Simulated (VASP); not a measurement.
# AlH3 (P6_3/mmc) in VASP: a series of runs

AlH3 is run at these levels: PBEsol; tasks: single point, relaxation of cell and atoms.

Program: VASP 6.6.1. These are calculated values, not measurements. Logs are shortened: lines on timing, memory, paths and dates and some standing lists are left out, and cuts for length are marked.

## (1) The cell of the first run

The structure is hexagonal, space group P6_3/mmc (No. 194). The conventional cell has a = 6.005 Å, b = 6.005 Å, c = 2.408 Å, α = 90.00°, β = 90.00°, γ = 120.00°. Within 2.4 Å of Al (site symmetry -6m2) lie 6 H at 1.77 Å. Within 2.4 Å of H (site symmetry mm2) lie 2 Al at 1.77 Å and 2 H at 2.25 Å.

## (2) Single point, PBEsol

File INCAR:

```
ALGO = Normal
EDIFF = 1E-6
ENCUT = 520
GGA = PS
ISIF = 2
ISMEAR = -1
LASPH = T
LCHARG = F
LREAL = F
LWAVE = F
NBANDS = 16
NELM = 60
PREC = Accurate
SIGMA = 0.03
```

File KPOINTS:

```
k-points
0
Gamma
  6 6 6
```

File POSCAR:

```
AlH3
1.0
    6.0054971272      0.0000000000      0.0000000000
   -3.0027485636      5.2009130745      0.0000000000
    0.0000000000      0.0000000000      2.4079138027
Al H
2 6
Direct
    0.3333333333      0.6666666667      0.7500000000
    0.6666666667      0.3333333333      0.2500000000
    0.2085069502      0.4170139004      0.2500000000
    0.5829860996      0.7914930498      0.2500000000
    0.2085069502      0.7914930498      0.2500000000
    0.7914930498      0.5829860996      0.7500000000
    0.4170139004      0.2085069502      0.7500000000
    0.7914930498      0.2085069502      0.7500000000
```

Potentials or basis: VASP PAW PBE potentials, release 64 (Al, H).

Run with:

```console
cat potpaw_PBE.64/Al/POTCAR potpaw_PBE.64/H/POTCAR > POTCAR
mpirun -np 1 vasp_std > vasp.out
```

OUTCAR:

```text
EDIFF = 1E-6
   ENCUT = 520
   GGA = PS
   ISIF = 2
   ISMEAR = -1
   LASPH = T
   LREAL = F
   NELM = 60
   PREC = Accurate

 ion  position               nearest neighbor table
   1  0.333  0.667  0.750-   5 1.77   5 1.77   3 1.77   3 1.77   4 1.77   4 1.77
   2  0.667  0.333  0.250-   8 1.77   8 1.77   6 1.77   6 1.77   7 1.77   7 1.77
   3  0.209  0.417  0.250-   1 1.77   1 1.77
   4  0.583  0.791  0.250-   1 1.77   1 1.77
   5  0.209  0.791  0.250-   1 1.77   1 1.77
   6  0.791  0.583  0.750-   2 1.77   2 1.77
   7  0.417  0.209  0.750-   2 1.77   2 1.77
   8  0.791  0.209  0.750-   2 1.77   2 1.77

  LATTYP: Found a hexagonal cell.
 ALAT       =     6.0054971272
 C/A-ratio  =     0.4009516201

  Lattice vectors:

 A1 = (   6.0054971272,   0.0000000000,   0.0000000000)
 A2 = (  -3.0027485636,   5.2009130745,   0.0000000000)
 A3 = (   0.0000000000,   0.0000000000,   2.4079138027)

Analysis of symmetry for initial positions (statically):
=====================================================================
 Subroutine PRICEL returns:
 Original cell was already a primitive cell.

 Routine SETGRP: Setting up the symmetry group for a
 hexagonal supercell.

 Subroutine GETGRP returns: Found 24 space group operations
 (whereof 12 operations were pure point group operations)
 out of a pool of 24 trial point group operations.

The static configuration has the point symmetry D_3d.
 The point group associated with its full space group is D_6h.

Analysis of symmetry for dynamics (positions and initial velocities):
=====================================================================
 Subroutine PRICEL returns:
 Original cell was already a primitive cell.

 Routine SETGRP: Setting up the symmetry group for a
 hexagonal supercell.

 Subroutine GETGRP returns: Found 24 space group operations
 (whereof 12 operations were pure point group operations)
 out of a pool of 24 trial point group operations.

The dynamic configuration has the point symmetry D_3d.
 The point group associated with its full space group is D_6h.

 Subroutine INISYM returns: Found 24 space group operations
 (whereof 12 operations are pure point group operations),
 and found     1 'primitive' translations

----------------------------------------------------------------------------------------

                                     Primitive cell

  volume of cell :      75.2089

  direct lattice vectors                    reciprocal lattice vectors
     6.005497127  0.000000000  0.000000000     0.166514108  0.096136965  0.000000000
    -3.002748564  5.200913074  0.000000000     0.000000000  0.192273931  0.000000000
     0.000000000  0.000000000  2.407913803     0.000000000  0.000000000  0.415297258

  length of vectors
     6.005497127  6.005497127  2.407913803     0.192273931  0.192273931  0.415297258

  position of ions in fractional coordinates (direct lattice)
     0.333333333  0.666666667  0.750000000
     0.666666667  0.333333333  0.250000000
     0.208506950  0.417013900  0.250000000
     0.582986100  0.791493050  0.250000000
     0.208506950  0.791493050  0.250000000
     0.791493050  0.582986100  0.750000000
     0.417013900  0.208506950  0.750000000
     0.791493050  0.208506950  0.750000000

  ion indices of the primitive-cell ions
   primitive index   ion index
                 1           1
                 2           2
                 3           3
                 4           4
                 5           5
                 6           6
                 7           7
                 8           8

----------------------------------------------------------------------------------------

 KPOINTS: k-points

Automatic generation of k-mesh.
 Grid dimensions read from file:
 generate k-points for:    6    6    6

 Generating k-lattice:

  Cartesian coordinates                     Fractional coordinates (reciprocal lattice)
     0.027752351  0.016022828  0.000000000     0.166666667 -0.000000000  0.000000000
     0.000000000  0.032045655  0.000000000     0.000000000  0.166666667  0.000000000
     0.000000000  0.000000000  0.069216210     0.000000000  0.000000000  0.166666667

  Length of vectors
     0.032045655  0.032045655  0.069216210

  Shift w.r.t. Gamma in fractional coordinates (k-lattice)
     0.000000000  0.000000000  0.000000000

 Subroutine IBZKPT returns following result:
 ===========================================

 Found     28 irreducible k-points:

 Following reciprocal coordinates:
            Coordinates               Weight
  0.000000  0.000000  0.000000      1.000000
  0.166667 -0.000000  0.000000      6.000000
  0.333333 -0.000000  0.000000      6.000000
  0.500000 -0.000000  0.000000      3.000000
  0.166667  0.166667  0.000000      6.000000
  0.333333  0.166667  0.000000     12.000000
[... 16 lines left out ...]
  0.166667 -0.000000  0.500000      6.000000
  0.333333 -0.000000  0.500000      6.000000
 [... further k-points ...]
   k-points           NKPTS =     28   k-points in BZ     NKDIM =     28   number of bands    NBANDS=     16
   number of dos      NEDOS =    301   number of ions     NIONS =      8
   total plane-waves  NPLWV =  41472
   dimension x,y,z NGX =    48 NGY =   48 NGZ =   18
   dimension x,y,z NGXF=    96 NGYF=   96 NGZF=   36
   ions per type =               2   6
   NGX,Y,Z   is equivalent  to a cutoff of  13.29, 13.29, 12.43 a.u.
   NGXF,Y,Z  is equivalent  to a cutoff of  26.58, 26.58, 24.85 a.u.
 SYSTEM =  unknown system
   PREC   = accura    normal or accurate (medium, high low for compatibility)
   ISTART =      0    job   : 0-new  1-cont  2-samecut
   ICHARG =      2    charge: 1-file 2-atom 10-const
   ISPIN  =      1    spin polarized calculation?
   LNONCOLLINEAR =      F non collinear calculations
   LSORBIT =      F    spin-orbit coupling
   LASPH  =      T    aspherical Exc in radial PAW
   ENCUT  =  520.0 eV  38.22 Ry    6.18 a.u.  11.17 11.17  4.48*2*pi/ulx,y,z
   NELM   =     60;   NELMIN=  2; NELMDL= -5     # of ELM steps
   EDIFF  = 0.1E-05   stopping-criterion for ELM
   LREAL  =      F    real-space projection
   EDIFFG = 0.1E-04   stopping-criterion for IOM
   NSW    =      0    number of steps for IOM
   IBRION =     -1    ionic relax: 0-MD 1-quasi-New 2-CG
   NFREE  =      0    steps in history (QN), initial steepest desc. (CG)
   ISIF   =      2    stress and relaxation
   ISYM   =      2    0-nonsym 1-usesym 2-fastsym
   POTIM  = 0.5000    time-step for ionic-motion
   TEBEG  =    0.0;   TEEND  =   0.0 temperature during run
   PSTRESS=    0.0 pullay stress
   NELECT =      12.0000    total number of electrons
   NUPDOWN=      -1.0000    fix difference up-down
   EMIN   =  10.00;   EMAX   =-10.00  energy-range for DOS
   EFERMI =   0.00;   METHOD = LEGACY
   ISMEAR =    -1;   SIGMA  =   0.03  broadening in eV -4-tet -1-fermi 0-gaus
   EFERMI_NEDOS =   21; number of points for ismear=-14 and -15
   IALGO  =     38    algorithm
   IMIX   =      4    mixing-type and parameters
     AMIX     =   0.40;   BMIX     =  1.00
     AMIX_MAG =   1.60;   BMIX_MAG =  1.00
  volume/ion in A,a.u.               =       9.40        63.44
  Fermi-wavevector in a.u.,A,eV,Ry     =   0.887930  1.677944 10.727102  0.788420
  Thomas-Fermi vector in A             =   2.009293
   LORBIT       =      0    0 simple, 1 ext, 2 COOP (PROOUT), +10 PAW based schemes
   GGA     = PS    functional components
   LHFCALC =     F    Hartree Fock is set to
   AEXX    =    0.0000 exact exchange contribution
   IVDW    =     0    specifies the selected vdW correction
   LEPSILON=     F    determine dielectric tensor
   LRPA    =     F    only Hartree local field effects (RPA)
 non-spin polarized calculation
  energy-cutoff  :      520.00
  volume of cell :       75.21
 maximum number of plane-waves:      2048
 NGX is ok and might be reduce to    48
   NGX = 23   NGY = 23   NGZ =  9

 number of electron      11.9999996 magnetization

 Free energy of the ion-electron system (eV)
  ---------------------------------------------------
  ext. energy  EPLUGINS =         0.00000000
  ---------------------------------------------------
  free energy    TOTEN  =       -26.05022182 eV

  energy without entropy =      -26.05022182  energy(sigma->0) =      -26.05022182

 E-fermi :   1.6398     XC(G=0):  -8.3186

 val. band max:        0.9585151925   @ k =   0.3333   0.3333   0.3333
 cond. band min:       2.3976266356   @ k =   0.0000   0.0000   0.5000
 fundamental gap:      1.4391114431
 Fermi energy:         1.6397909148

 k-point     1 :       0.0000    0.0000    0.0000
  band No.  band energies     occupation
      1      -8.8338      2.00000
      2      -6.4379      2.00000
      3      -3.0923      2.00000
      4      -3.0923      2.00000
      5      -2.9221      2.00000
      6      -2.9221      2.00000
[... 8 lines left out ...]
     15      15.3399      0.00000
     16      15.4922      0.00000

 k-point     2 :       0.1667   -0.0000    0.0000
  band No.  band energies     occupation
      1      -8.7351      2.00000
      2      -6.6717      2.00000
      3      -3.5497      2.00000
      4      -3.4612      2.00000
      5      -2.3374      2.00000
      6      -2.3125      2.00000
[... 8 lines left out ...]
     15      13.8793      0.00000
     16      15.3666      0.00000

 k-point     3 :       0.3333   -0.0000    0.0000
  band No.  band energies     occupation
      1      -8.4633      2.00000
      2      -7.1800      2.00000
      3      -3.8873      2.00000
      4      -3.6937      2.00000
      5      -1.7109      2.00000
      6      -1.5841      2.00000
[... 8 lines left out ...]
     15      14.4484      0.00000
     16      15.5943      0.00000
[... 362 lines left out ...]
 k-point    23 :       0.1667   -0.0000    0.5000
  band No.  band energies     occupation
      1      -4.0604      2.00000
      2      -4.0604      2.00000
      3       0.4693      2.00000
      4       0.4693      2.00000
      5       0.6031      2.00000
      6       0.6031      2.00000
[... 8 lines left out ...]
     15      13.1239      0.00000
     16      13.1464      0.00000

 k-point    24 :       0.3333   -0.0000    0.5000
  band No.  band energies     occupation
      1      -4.0121      2.00000
      2      -4.0121      2.00000
      3       0.1980      2.00000
      4       0.1980      2.00000
      5       0.5573      2.00000
      6       0.5573      2.00000
[... 8 lines left out ...]
     15      11.8567      0.00000
     16      11.8590      0.00000

 [... further k-points ...]
[... 5 lines left out ...]
  --------------------------------------------------------------------------------------
  -------------------------------------------------------------------------------------
  Total       -0.0549123     -0.0549123     -0.0568597      0.0000000      0.0000000      0.0000000
  in kB       -1.1697967     -1.1697967     -1.2112836      0.0000000      0.0000000      0.0000000
  external PRESSURE =      -1.1836257 kB  Pullay stress =       0.0000000 kB

 VOLUME and BASIS-vectors are now :
 -----------------------------------------------------------------------------
  energy-cutoff  :      520.00
  volume of cell :       75.21
      direct lattice vectors                 reciprocal lattice vectors
     6.005497127  0.000000000  0.000000000     0.166514108  0.096136965  0.000000000
    -3.002748564  5.200913074  0.000000000     0.000000000  0.192273931  0.000000000
     0.000000000  0.000000000  2.407913803     0.000000000  0.000000000  0.415297258

 POSITION                                       TOTAL-FORCE (eV/Angst)
 -----------------------------------------------------------------------------------
     -0.00000      3.46728      1.80594        -0.000000      0.000000      0.000000
      3.00275      1.73364      0.60198        -0.000000      0.000000      0.000000
     -0.00000      2.16885      0.60198        -0.000000      0.001579     -0.000000
      1.12447      4.11649      0.60198        -0.001368     -0.000790      0.000000
     -1.12447      4.11649      0.60198         0.001368     -0.000790      0.000000
      3.00275      3.03206      1.80594        -0.000000     -0.001579      0.000000
      1.87828      1.08443      1.80594         0.001368      0.000790     -0.000000
      4.12722      1.08443      1.80594        -0.001368      0.000790     -0.000000
 -----------------------------------------------------------------------------------
    total drift:                               -0.000000      0.000000      0.000000

  FREE ENERGIE OF THE ION-ELECTRON SYSTEM (eV)
  ---------------------------------------------------
  free  energy   TOTEN  =       -26.0502218173 eV

  energy  without entropy=      -26.0502218173  energy(sigma->0) =      -26.05022182
```

Wall time 17 s (1 thread of Intel Xeon 6975P-C (Granite Rapids), shared host); peak memory 0.18 GiB.

Results:

| Quantity | Value |
| --- | --- |
| Free energy | -26.0502 eV |
| Pressure | -0.1 GPa |
| Band gap on the k mesh | 1.44 eV, indirect (least direct gap 1.77 eV) |

Caveat: the k points lie up to 0.43 Å⁻¹ apart; the PAW data sets were made with another functional, which shifts forces and pressure a little. A k mesh can miss the band edges.

## (3) Relaxation of cell and atoms, PBEsol

This run uses another cell than the first one, of 8.21 Å³/atom, 0.873 times its volume.

File INCAR:

```
  ALGO = Normal
  EDIFF = 1E-6
  EDIFFG = -0.01
  ENCUT = 600
  GGA = PS
  IBRION = 2
  ISIF = 3
  ISMEAR = -1
  LASPH = True
  LCHARG = False
  LREAL = False
  LWAVE = False
  NELM = 100
  NSW = 100
  PREC = Accurate
  SIGMA = 0.03
```

KPOINTS is that of step 2.

File POSCAR:

```
AlH3
1.0
    4.5486345000      0.0000000000      0.0000000000
   -2.2743172500      3.9392330300      0.0000000000
    0.0000000000      0.0000000000      3.6648941200
Al H
2 6
Direct
    0.3333333300      0.6666666700      0.7500000000
    0.6666666700      0.3333333300      0.2500000000
    0.1672083000      0.3344165900      0.2500000000
    0.6655834100      0.8327917000      0.2500000000
    0.1672083000      0.8327917000      0.2500000000
    0.8327917000      0.6655834100      0.7500000000
    0.3344165900      0.1672083000      0.7500000000
    0.8327917000      0.1672083000      0.7500000000
```

Potentials or basis: VASP PAW PBE potentials, release 64 (Al, H).

Run with:

```console
cat potpaw_PBE.64/Al/POTCAR potpaw_PBE.64/H/POTCAR > POTCAR
mpirun -np 1 vasp_std > vasp.out
```

Run time: 3.6 min. Hardware: 1 thread of Intel Xeon 6975P-C (Granite Rapids), shared host; peak memory 0.21 GiB.

It converged, with:

```
Free energy                            : -25.9888 eV
Relaxed volume                         : 8.94 Å³/atom
Relaxed cell                           : a = 5.850 Å, b = 5.850 Å, c = 2.412 Å, α = 90.00°, β = 90.00°, γ = 120.00°
Space group after relaxing (to 0.05 Å) : P6_3/mmc (No. 194)
Energy gained by relaxing              : 357.3 meV/atom
Ionic steps                            : 37
Pressure after relaxing                : 0.0 GPa
Largest force after relaxing           : 0.007 eV/Å
Band gap on the k mesh                 : 1.32 eV, indirect (least direct gap 1.88 eV)
```

Forces on the atoms (eV/Å):
```
Al   0.000  0.000  0.000
Al   0.000  0.000  0.000
H    0.000  0.007  0.000
H   -0.006 -0.003  0.000
H    0.006 -0.003  0.000
H    0.000 -0.007  0.000
H    0.006  0.003  0.000
H   -0.006  0.003  0.000
```

Step by step:
```tsv
step	energy change (eV)	largest force (eV/Å)	pressure (GPa)	volume (Å³)
1	0.0000	0.3250	-19.20	65.67
2	-0.9823	0.2040	-14.15	56.75
3	-1.4728	0.0398	-4.92	49.25
4	-1.5083	0.0664	1.55	46.25
5	-1.5116	0.0393	-0.13	46.94
6	-1.5110	0.0522	0.67	46.61
7	-1.5129	0.0286	0.10	46.82
8	-1.5136	0.0027	-0.50	47.05
9	-1.5146	0.0047	-0.31	46.95
10	-1.5157	0.0190	0.13	46.75
11	-1.5157	0.0228	0.26	46.69
12	-1.5165	0.0187	0.18	46.77
13	-1.5221	0.0132	-0.02	46.99
14	-1.5694	0.0059	-0.55	47.41
15	-1.6590	0.0449	-0.26	48.17
16	-1.8600	0.0666	2.90	49.32
17	-1.9901	0.0832	20.05	49.92
18	-1.9965	0.1089	9.08	49.94
19	-2.0739	0.0994	16.28	49.98
20	-2.0537	0.0896	17.65	49.96
21	-2.0308	0.0825	18.71	49.95
22	-2.0572	0.0958	18.01	50.16
23	-2.1305	0.1344	15.97	50.80
24	-2.2518	0.2080	12.18	52.09
25	-2.4002	0.3410	5.59	54.74
26	-2.3789	0.5568	-4.26	60.29
27	-2.4385	0.4460	0.64	57.21
28	-2.4666	0.4206	0.63	57.58
29	-2.5444	0.3421	0.65	58.67
30	-2.6701	0.1772	0.93	60.88
31	-2.7964	0.1843	2.22	65.37
32	-2.8013	0.3062	2.79	66.87
33	-2.8561	0.0408	0.20	70.79
34	-2.8577	0.0160	-0.30	71.66
35	-2.8577	0.0096	-0.24	71.56
36	-2.8581	0.0056	0.12	71.46
37	-2.8581	0.0066	0.02	71.49
```

Final structure:
```cif
data_structure
_symmetry_space_group_name_H-M 'P 1'
_symmetry_Int_Tables_number 1
_cell_length_a 5.8504
_cell_length_b 5.8504
_cell_length_c 2.4118
_cell_angle_alpha 90.000
_cell_angle_beta 90.000
_cell_angle_gamma 120.000
_cell_volume 71.49
loop_
_atom_site_label
_atom_site_type_symbol
_atom_site_fract_x
_atom_site_fract_y
_atom_site_fract_z
_atom_site_occupancy
Al1 Al 0.33333 0.66667 0.75000 1
Al2 Al 0.66667 0.33333 0.25000 1
H1 H 0.20540 0.41080 0.25000 1
H2 H 0.58920 0.79460 0.25000 1
H3 H 0.20540 0.79460 0.25000 1
H4 H 0.79460 0.58920 0.75000 1
H5 H 0.41080 0.20540 0.75000 1
H6 H 0.79460 0.20540 0.75000 1
```

Levels at points of the mesh, in eV from the valence-band top:
| k point | band 4 | band 5 | band 6 | band 7 | band 8 | band 9 |
| --- | --- | --- | --- | --- | --- | --- |
| (0.00, 0.00, 0.00) | -4.25 | -4.12 | -4.12 | 2.97 | 5.82 | 5.82 |
| (0.50, 0.00, 0.00) | -5.00 | -2.39 | -2.13 | 3.36 | 3.76 | 5.75 |
| (0.00, 0.00, 0.50) | -0.55 | -0.55 | -0.55 | 1.32 | 1.32 | 4.84 |
| (0.50, 0.00, 0.50) | -1.22 | -0.67 | -0.67 | 1.52 | 1.52 | 5.75 |

Caveat: the PAW data sets were made with another functional, which shifts forces and pressure a little. A k mesh can miss the band edges.
